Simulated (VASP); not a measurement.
SiO2: single point with PBE

SiO2:

```
Si O
1.0
     4.05910    0.00000    0.00000
     0.00000    4.05910    0.00000
     0.00000    0.00000    2.57752
Si O
2 4
Direct
  0.50000 0.50000 0.50000
  0.00000 0.00000 0.00000
  0.69301 0.69301 0.00000
  0.19301 0.80699 0.50000
  0.30699 0.30699 0.00000
  0.80699 0.19301 0.50000
```

This cell differs from its parent crystal: volume 7.078 Å^3 an atom, c/a of the conventional cell 0.6350.

* Program: VASP 6.6.1
* Task: single point
* Functional: PBE
* Potentials or basis: VASP PAW PBE potentials, release 64 (Si, O)
* Cutoff: 520 eV
* k mesh: 6 × 6 × 10
* Occupations: gaussian, width 0.05 eV
* Spin: no spin polarisation
* Dipole correction: no
* Further INCAR settings: ALGO = Normal; EDIFF = 1e-06; NBANDS = 25

The pressure is 50.4 GPa, the largest force is 1.071 eV/Å and the band gap on the k mesh is 7.10 eV, direct.

Forces on the atoms (eV/Å):
```
Si   0.000  0.000  0.000
Si   0.000  0.000  0.000
O    0.757  0.757  0.000
O    0.757 -0.757  0.000
O   -0.757 -0.757  0.000
O   -0.757  0.757  0.000
```

Stress tensor (GPa, compression positive):
```
46.15  0.00  0.00
 0.00 46.15  0.00
 0.00  0.00 58.93
```

Levels at points of the mesh, in eV from the valence-band top:
```
           k point  band 13  band 14  band 15  band 16  band 17  band 18  band 19  band 20
(0.00, 0.00, 0.00)    -2.62    -0.92    -0.92     0.00     7.10     7.41     9.43     9.43
(0.50, 0.00, 0.00)    -2.89    -2.89    -1.18    -1.18     8.95     8.95     9.99     9.99
(0.50, 0.50, 0.00)    -2.80    -2.80    -2.60    -2.60     8.55     8.55    11.01    11.01
(0.00, 0.00, 0.50)    -3.49    -3.49    -3.04    -3.04    10.39    10.39    13.63    13.63
(0.50, 0.00, 0.50)    -2.51    -2.51    -1.99    -1.99     9.78     9.78    10.89    10.89
(0.50, 0.50, 0.50)    -1.98    -1.98    -1.75    -1.75     8.46     8.46    11.66    11.66
```

Run time: 43 s on 1 thread of Intel(R) Xeon(R) Platinum 8488C (Sapphire Rapids), with other jobs on the host, peak memory 0.17 GiB.

Caveat: forces of over 1 eV/Å act on the atoms, so gaps and moduli don't describe the material at rest. A k mesh can miss the band edges.
